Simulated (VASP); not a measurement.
# WS2 in VASP: notebook, part 2 of 2

VASP 6.6.1. The steps go on from the part before.

### Step 3. Single point, r2SCAN (strain +0.0150 x Voigt [0, 1, 0, 0, 0, 0])

Contents of POSCAR:

```
WS2
1.0
    3.1810953814      0.0000000000      0.0000000000
   -1.5905476907      2.7962330533      0.0000000000
    0.0000000000      0.0000000000     16.9507399585
W S
1 2
Direct
    0.3333333333      0.6666666667      0.0000000000
    0.6666666667      0.3333333333      0.9080224901
    0.6666666667      0.3333333333      0.0919775099
```

Contents of INCAR.step1:

```
SYSTEM = WS2
PREC = Accurate ; ENCUT = 520
ISMEAR = 0 ; SIGMA = 0.05
LREAL = .False. ; LASPH = .True.
NELM = 100 ; NBANDS = 20
GGA = PE ; ALGO = Normal
EDIFF = 1E-4 ; LWAVE = .True.
LCHARG = .False.
```

Contents of INCAR.step2:

```
SYSTEM = WS2
PREC = Accurate ; ENCUT = 520
EDIFF = 1E-6 ; ISMEAR = 0
SIGMA = 0.05 ; LREAL = .False.
LASPH = .True. ; NELM = 100
ALGO = Normal ; ISIF = 2
LWAVE = .False. ; LCHARG = .True.
METAGGA = R2SCAN ; LMIXTAU = .True.
LELF = .True. ; LVHAR = .True.
NBANDS = 20 ; ISTART = 1
```

Contents of KPOINTS:

```
regular mesh
0
Gamma
  12 12 2
  0 0 0
```

Potentials or basis: VASP PAW PBE potentials, release 64 (W_sv, S).

On the command line:

```sh
$ cat potpaw_PBE.64/W_sv/POTCAR potpaw_PBE.64/S/POTCAR > POTCAR
$ cp INCAR.step1 INCAR
$ mpirun -np 1 vasp_std > vasp.out
$ cp INCAR.step2 INCAR
$ mpirun -np 1 vasp_std > vasp.out
```

OUTCAR:

```text
SYSTEM = WS2
   PREC = Accurate
   ENCUT = 520
   EDIFF = 1E-6
   ISMEAR = 0
   LREAL = .False.
   LASPH = .True.
   NELM = 100
   ISIF = 2
   METAGGA = R2SCAN
   ISTART = 1

 ion  position               nearest neighbor table
   1  0.333  0.667  0.000-   2 2.41   3 2.41   2 2.41   3 2.41   2 2.43   3 2.43
   2  0.667  0.333  0.908-   1 2.41   1 2.41   1 2.43
   3  0.667  0.333  0.092-   1 2.41   1 2.41   1 2.43

  LATTYP: Found a base centered orthorhombic cell.
 ALAT       =     3.1810953814
 B/A-ratio  =     1.7580315697
[... 198 lines left out ...]
      6     -15.1440      2.00000
[... 541 lines left out ...]
     19       7.5510      0.00000
     20       8.3446      0.00000

 [... further k-points ...]
[... 5 lines left out ...]
  --------------------------------------------------------------------------------------
  -------------------------------------------------------------------------------------
  Total       -0.3600280     -1.3640641     -0.4680980      0.0000000      0.0000000      0.0000000
  in kB       -3.8256752    -14.4946141     -4.9740327      0.0000000      0.0000000      0.0000000
  external PRESSURE =      -7.7647740 kB  Pullay stress =       0.0000000 kB

 VOLUME and BASIS-vectors are now :
 -----------------------------------------------------------------------------
  energy-cutoff  :      520.00
  volume of cell :      150.78
      direct lattice vectors                 reciprocal lattice vectors
     3.181095381  0.000000000  0.000000000     0.314357125  0.178811991  0.000000000
    -1.590547691  2.796233053  0.000000000     0.000000000  0.357623982  0.000000000
     0.000000000  0.000000000 16.950739959     0.000000000  0.000000000  0.058994475

 POSITION                                       TOTAL-FORCE (eV/Angst)
 -----------------------------------------------------------------------------------
     -0.00000      1.86416      0.00000         0.000000      0.083880      0.000000
      1.59055      0.93208     15.39165        -0.000000     -0.041940      0.142679
      1.59055      0.93208      1.55909        -0.000000     -0.041940     -0.142679
 -----------------------------------------------------------------------------------
    total drift:                               -0.000000     -0.000048     -0.000000

  FREE ENERGIE OF THE ION-ELECTRON SYSTEM (eV)
  ---------------------------------------------------
  free  energy   TOTEN  =       -70.0315257596 eV

  energy  without entropy=      -70.0315257596  energy(sigma->0) =      -70.03152576
```

OUTCAR.step1:

```text
SYSTEM = WS2
   PREC = Accurate
   ENCUT = 520
   ISMEAR = 0
   LREAL = .False.
   LASPH = .True.
   NELM = 100
[... 777 lines left out ...]
     -0.00000      1.86416      0.00000        -0.000000      0.095044     -0.000000
      1.59055      0.93208     15.39165         0.000000     -0.047522     -0.116072
      1.59055      0.93208      1.55909         0.000000     -0.047522      0.116072
 -----------------------------------------------------------------------------------
    total drift:                               -0.000000     -0.000003      0.000000

  FREE ENERGIE OF THE ION-ELECTRON SYSTEM (eV)
  ---------------------------------------------------
  free  energy   TOTEN  =       -23.6675847211 eV

  energy  without entropy=      -23.6675847211  energy(sigma->0) =      -23.66758472
```

OSZICAR.step1:

```text
N       E                     dE             d eps       ncg     rms          rms(c)
DAV:   1     0.175804331059E+03    0.17580E+03   -0.13746E+04  4128   0.107E+03
DAV:   2    -0.115025638582E+02   -0.18731E+03   -0.18188E+03  4480   0.256E+02
DAV:   3    -0.248523707226E+02   -0.13350E+02   -0.13257E+02  4572   0.661E+01
DAV:   4    -0.250937740658E+02   -0.24140E+00   -0.24100E+00  4548   0.990E+00
DAV:   5    -0.250996466869E+02   -0.58726E-02   -0.58722E-02  4612   0.157E+00    0.258E+01
DAV:   6    -0.238579722744E+02    0.12417E+01   -0.71108E+00  3888   0.174E+01    0.105E+01
DAV:   7    -0.237406126717E+02    0.11736E+00   -0.17764E+00  3916   0.731E+00    0.493E+00
DAV:   8    -0.236701529495E+02    0.70460E-01   -0.37205E-01  4228   0.397E+00    0.105E+00
DAV:   9    -0.236692287880E+02    0.92416E-03   -0.17861E-02  4516   0.851E-01    0.635E-01
DAV:  10    -0.236677772473E+02    0.14515E-02   -0.76711E-03  4232   0.590E-01    0.654E-02
DAV:  11    -0.236676298978E+02    0.14735E-03   -0.83282E-04  4184   0.188E-01    0.733E-02
DAV:  12    -0.236675847211E+02    0.45177E-04   -0.52489E-05  2660   0.469E-02
   1 F= -.23667585E+02 E0= -.23667585E+02  d E =-.119958E-24
```

Wall time 14 min (1 thread of Intel Xeon Platinum 8259CL at 2.50GHz (Skylake/Cascade Lake), shared host); peak memory 0.44 GiB.

What came out:

```yaml
Free_energy: -70.0315 eV
Largest_force: 0.149 eV/Å
Band_gap_on_the_k_mesh: 1.77 eV (least direct gap 1.84 eV)
```

Forces in eV/Å, atoms in the order of the input:
```
W    0.000  0.084  0.000
S    0.000 -0.042  0.143
S    0.000 -0.042 -0.143
```

Caveat: the cell differs from its parent crystal (strain +0.0150 x Voigt [0, 1, 0, 0, 0, 0]); there is no dipole correction, which matters where the two faces differ; the PAW data sets were made with another functional, which shifts forces and pressure a little; spin-orbit coupling is left out, which moves the levels of the heavy elements.

### Step 4. Single point, r2SCAN (strain -0.0200 x Voigt [0, 1, 0, 0, 0, 0])

Changes to POSCAR since step 3:

```diff
@@ -3,3 +3,3 @@
     3.1810953814      0.0000000000      0.0000000000
-   -1.5905476907      2.7962330533      0.0000000000
+   -1.5905476907      2.6998112239      0.0000000000
     0.0000000000      0.0000000000     16.9507399585
```

Contents of INCAR.step1:

```
ALGO = Normal ; EDIFF = 1E-4
ENCUT = 520 ; GGA = PE
ISMEAR = 0 ; LASPH = T
LCHARG = F ; LREAL = F
LWAVE = T ; NBANDS = 20
NELM = 80 ; PREC = Accurate
SIGMA = 0.05
```

Contents of INCAR.step2:

```
ALGO = Normal ; EDIFF = 1E-7
ENCUT = 520 ; ISIF = 2
ISMEAR = 0 ; ISTART = 1
LASPH = T ; LCHARG = T
LELF = T ; LMIXTAU = T
LREAL = F ; LVHAR = T
LWAVE = F ; METAGGA = R2SCAN
NBANDS = 20 ; NELM = 80
PREC = Accurate ; SIGMA = 0.05
```

Contents of KPOINTS:

```
k-points
0
Gamma
  12 12 2
```

On the command line:

```sh
$ cat potpaw_PBE.64/W_sv/POTCAR potpaw_PBE.64/S/POTCAR > POTCAR
$ cp INCAR.step1 INCAR
$ mpirun -np 1 vasp_std > vasp.out
$ cp INCAR.step2 INCAR
$ mpirun -np 1 vasp_std > vasp.out
```

Run time: 7.2 min. Hardware: 1 thread of Intel Xeon 6975P-C (Granite Rapids), shared host; peak memory 0.44 GiB.

Results (log left out):

| Item | Value |
| --- | --- |
| Free energy | -70.0179 eV |
| Largest force | 0.269 eV/Å |
| Band gap on the k mesh | 2.04 eV |

Forces in eV/Å, atoms in the order of the input:
```
W    0.000 -0.154  0.000
S    0.000  0.077 -0.258
S    0.000  0.077  0.258
```

Levels at points of the mesh, in eV from the valence-band top:
```csv
k point,band 9,band 10,band 11,band 12,band 13,band 14,band 15,band 16,band 17,band 18
"(0.00, 0.00, 0.00)",-2.91,-2.31,-1.77,-1.68,-0.07,3.08,3.24,3.28,3.43,5.65
"(0.50, 0.00, 0.00)",-4.73,-3.58,-2.34,-1.29,-1.03,3.12,3.62,4.49,5.16,5.62
"(0.00, 0.50, 0.00)",-4.69,-3.80,-2.29,-1.50,-0.94,3.19,3.62,4.44,5.06,5.72
"(0.00, 0.00, 0.50)",-2.91,-2.31,-1.77,-1.68,-0.07,3.08,3.24,3.28,3.43,5.78
"(0.50, 0.00, 0.50)",-4.73,-3.58,-2.34,-1.29,-1.03,3.12,3.62,4.49,5.16,5.62
"(0.00, 0.50, 0.50)",-4.69,-3.80,-2.29,-1.50,-0.94,3.19,3.62,4.44,5.06,5.72
```

Caveat: the cell differs from its parent crystal (strain -0.0200 x Voigt [0, 1, 0, 0, 0, 0]); there is no dipole correction, which matters where the two faces differ; the PAW data sets were made with another functional, which shifts forces and pressure a little; spin-orbit coupling is left out, which moves the levels of the heavy elements.

### Step 5. Single point, r2SCAN (strain -0.0150 x Voigt [0, 1, 0, 0, 0, 0])

Changes to POSCAR since step 4:

```diff
@@ -3,3 +3,3 @@
     3.1810953814      0.0000000000      0.0000000000
-   -1.5905476907      2.6998112239      0.0000000000
+   -1.5905476907      2.7135857709      0.0000000000
     0.0000000000      0.0000000000     16.9507399585
```

Contents of INCAR.step1:

```
PREC = Accurate
ENCUT = 520
ISMEAR = 0
SIGMA = 0.05
LREAL = F
LASPH = T
NELM = 80
NBANDS = 20
GGA = PE
ALGO = Normal
EDIFF = 1E-4
LWAVE = T
LCHARG = F
```

Contents of INCAR.step2:

```
PREC = Accurate
ENCUT = 520
EDIFF = 1E-6
ISMEAR = 0
SIGMA = 0.05
LREAL = F
LASPH = T
NELM = 80
ALGO = Normal
ISIF = 2
LWAVE = F
LCHARG = F
METAGGA = R2SCAN
LMIXTAU = T
NBANDS = 20
ISTART = 1
```

Contents of KPOINTS:

```
regular mesh
0
Gamma
  12 12 2
```

On the command line:

```sh
$ cat potpaw_PBE.64/W_sv/POTCAR potpaw_PBE.64/S/POTCAR > POTCAR
$ cp INCAR.step1 INCAR
$ mpirun -np 1 vasp_std > vasp.out
$ cp INCAR.step2 INCAR
$ mpirun -np 1 vasp_std > vasp.out
```

Wall time 6.1 min (1 thread of Intel Xeon 6975P-C (Granite Rapids), shared host); peak memory 0.44 GiB.

The run converged. Its results:

```
Free energy            : -70.0277 eV
Largest force          : 0.205 eV/Å
Band gap on the k mesh : 2.01 eV
```

Forces on the atoms (eV/Å):
```
W    0.000 -0.111  0.000
S    0.000  0.055 -0.197
S    0.000  0.055  0.197
```

Levels at points of the mesh, in eV from the valence-band top:
| k point | band 9 | band 10 | band 11 | band 12 | band 13 | band 14 | band 15 | band 16 | band 17 | band 18 |
| --- | --- | --- | --- | --- | --- | --- | --- | --- | --- | --- |
| (0.00, 0.00, 0.00) | -2.95 | -2.28 | -1.77 | -1.70 | -0.05 | 3.08 | 3.23 | 3.24 | 3.38 | 5.64 |
| (0.50, 0.00, 0.00) | -4.71 | -3.59 | -2.32 | -1.32 | -1.02 | 3.10 | 3.59 | 4.48 | 5.13 | 5.60 |
| (0.00, 0.50, 0.00) | -4.68 | -3.76 | -2.28 | -1.48 | -0.95 | 3.14 | 3.59 | 4.44 | 5.05 | 5.67 |
| (0.00, 0.00, 0.50) | -2.95 | -2.28 | -1.77 | -1.70 | -0.05 | 3.08 | 3.23 | 3.24 | 3.38 | 5.75 |
| (0.50, 0.00, 0.50) | -4.71 | -3.59 | -2.32 | -1.32 | -1.02 | 3.10 | 3.59 | 4.48 | 5.13 | 5.60 |
| (0.00, 0.50, 0.50) | -4.68 | -3.76 | -2.28 | -1.48 | -0.95 | 3.14 | 3.59 | 4.44 | 5.05 | 5.67 |

Caveat: the cell differs from its parent crystal (strain -0.0150 x Voigt [0, 1, 0, 0, 0, 0]); there is no dipole correction, which matters where the two faces differ; the PAW data sets were made with another functional, which shifts forces and pressure a little; spin-orbit coupling is left out, which moves the levels of the heavy elements.

### Step 6. Single point, r2SCAN (strain -0.0100 x Voigt [0, 1, 0, 0, 0, 0])

Changes to POSCAR since step 5:

```diff
@@ -3,3 +3,3 @@
     3.1810953814      0.0000000000      0.0000000000
-   -1.5905476907      2.7135857709      0.0000000000
+   -1.5905476907      2.7273603180      0.0000000000
     0.0000000000      0.0000000000     16.9507399585
```

Contents of INCAR.step1:

```
PREC = Accurate ; ENCUT = 520
ISMEAR = 0 ; SIGMA = 0.05
LREAL = False ; LASPH = True
NELM = 100 ; NBANDS = 20
GGA = PE ; ALGO = Normal
EDIFF = 1E-4 ; LWAVE = True
LCHARG = False
```

Contents of INCAR.step2:

```
PREC = Accurate ; ENCUT = 520
EDIFF = 1E-6 ; ISMEAR = 0
SIGMA = 0.05 ; LREAL = False
LASPH = True ; NELM = 100
ALGO = Normal ; ISIF = 2
LWAVE = False ; LCHARG = False
METAGGA = R2SCAN ; LMIXTAU = True
NBANDS = 20 ; ISTART = 1
```

Contents of KPOINTS:

```
Automatic mesh
0
Gamma
  12 12 2
```

Potentials or basis: VASP PAW PBE potentials, release 64 (W_sv, S).

On the command line:

```sh
$ cat potpaw_PBE.64/W_sv/POTCAR potpaw_PBE.64/S/POTCAR > POTCAR
$ cp INCAR.step1 INCAR
$ mpirun -np 1 vasp_std > vasp.out
$ cp INCAR.step2 INCAR
$ mpirun -np 1 vasp_std > vasp.out
```

Wall time 6 min (1 thread of Intel Xeon 6975P-C (Granite Rapids), shared host); peak memory 0.43 GiB.

The run converged. Its results:

- Free energy: -70.0348 eV
- Largest force: 0.142 eV/Å
- Band gap on the k mesh: 1.98 eV

Forces on the atoms (eV/Å):
```
W    0.000 -0.071  0.000
S    0.000  0.035 -0.138
S    0.000  0.035  0.138
```

Levels at points of the mesh, in eV from the valence-band top:
| k point | band 10 | band 11 | band 12 | band 13 | band 14 | band 15 | band 16 | band 17 |
| --- | --- | --- | --- | --- | --- | --- | --- | --- |
| (0.00, 0.00, 0.00) | -2.26 | -1.77 | -1.72 | -0.03 | 3.08 | 3.18 | 3.24 | 3.34 |
| (0.50, 0.00, 0.00) | -3.60 | -2.30 | -1.35 | -1.00 | 3.08 | 3.55 | 4.46 | 5.09 |
| (0.00, 0.50, 0.00) | -3.71 | -2.27 | -1.46 | -0.96 | 3.10 | 3.56 | 4.44 | 5.04 |
| (0.00, 0.00, 0.50) | -2.26 | -1.77 | -1.72 | -0.03 | 3.08 | 3.18 | 3.24 | 3.34 |
| (0.50, 0.00, 0.50) | -3.60 | -2.30 | -1.35 | -1.00 | 3.08 | 3.55 | 4.46 | 5.09 |
| (0.00, 0.50, 0.50) | -3.71 | -2.27 | -1.46 | -0.96 | 3.10 | 3.56 | 4.44 | 5.04 |

Caveat: the cell differs from its parent crystal (strain -0.0100 x Voigt [0, 1, 0, 0, 0, 0]); there is no dipole correction, which matters where the two faces differ; the PAW data sets were made with another functional, which shifts forces and pressure a little; spin-orbit coupling is left out, which moves the levels of the heavy elements.

### Step 7. Summary

```tsv
cell	gap on the mesh (eV)	largest force (eV/Å)
a = 3.181, b = 3.193, c = 16.951 Å, angles 90.0, 90.0, 119.9°, 3 atoms	1.86	0.04
a = 3.181, b = 3.217, c = 16.951 Å, angles 90.0, 90.0, 119.6°, 3 atoms	1.77	0.15
a = 3.181, b = 3.134, c = 16.951 Å, angles 90.0, 90.0, 120.5°, 3 atoms	2.04	0.27
a = 3.181, b = 3.145, c = 16.951 Å, angles 90.0, 90.0, 120.4°, 3 atoms	2.01	0.21
a = 3.181, b = 3.157, c = 16.951 Å, angles 90.0, 90.0, 120.2°, 3 atoms	1.98	0.14
```

Alike in all rows: task single point; level r2SCAN; potentials or basis VASP PAW PBE potentials, release 64 (W_sv, S); no spin polarisation; k mesh 12 × 12 × 2; cutoff (eV) 520; smearing gaussian 0.05 eV.

Caveats: there is no dipole correction, which matters where the two faces differ; the PAW data sets were made with another functional, which shifts forces and pressure a little; spin-orbit coupling is left out, which moves the levels of the heavy elements.

Total energies depend on the potentials used, so only differences within one code and one set of settings carry meaning.
